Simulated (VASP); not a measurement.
Runs of VASP 6.6.1 on Ga3AsP2. It takes space group P3m1 (No. 156, trigonal). The conventional cell has a = 3.906 Å, b = 3.906 Å, c = 9.562 Å, α = 90.00°, β = 90.00°, γ = 120.00°. P (site symmetry 3m) has 4 Ga at 2.36 to 2.38 Å within 3.1 Å. P (site symmetry 3m) has 4 Ga at 2.36 to 2.38 Å within 3.1 Å. Within 3.2 Å of As (site symmetry 3m) lie 4 Ga at 2.41 to 2.45 Å. Ga (site symmetry 3m) has 4 P at 2.36 to 2.38 Å within 3.1 Å. Ga (site symmetry 3m) has 3 P at 2.38 Å and 1 As at 2.45 Å within 3.1 Å. Ga (site symmetry 3m) has 1 P at 2.36 Å and 3 As at 2.41 Å within 3.1 Å. 

```csv
level,potentials or basis,k mesh,smearing,gap on the mesh (eV),pressure (GPa),largest force (eV/Å)
PBE,"VASP PAW PBE potentials, release 64 (P, As, Ga_d)",6 × 6 × 2,gaussian 0.001 eV,1.21,2.6,0.08
r2SCAN,"VASP PAW PBE potentials, release 64 (P, As, Ga_d)",6 × 6 × 2,gaussian 0.01 eV,(b),0.0,0.02
PBE,"VASP PAW PBE potentials, release 64 (P, As, Ga_d)",6 × 6 × 2,fermi-dirac 0.001 eV,1.21,2.7,0.08
PBE,"VASP PAW PBE potentials, release 64 (P, As, Ga_d)",6 × 6 × 2,gaussian 0.01 eV,1.21,2.6,0.08
PBE,"VASP PAW PBE potentials, release 64 (P, As, Ga_d)","6 × 6 × 2, shifted",gaussian 0.01 eV,(a),2.7,0.07
LDA,"VASP PAW LDA potentials, release 64 (P, As, Ga_d)",6 × 6 × 2,gaussian 0.01 eV,1.04,-2.5,0.02
PBE,"VASP PAW PBE potentials, release 64 (P, As, Ga_d)",2 × 2 × 2,gaussian 0.01 eV,1.15,6.1,0.33
```

Alike in all rows: task single point; no spin polarisation; cell as given; cutoff (eV) 520.

Q: Fill in the values left out.

A: (a) 1.53; (b) 1.62.

Caveats: some runs use coarse meshes; the PAW data sets were made with another functional, which shifts forces and pressure a little (at least some runs); a shifted mesh leaves out Γ, where band edges can lie (at least some runs).

A k mesh can miss the band edges, and the runs leave out spin-orbit coupling on As, Ga.
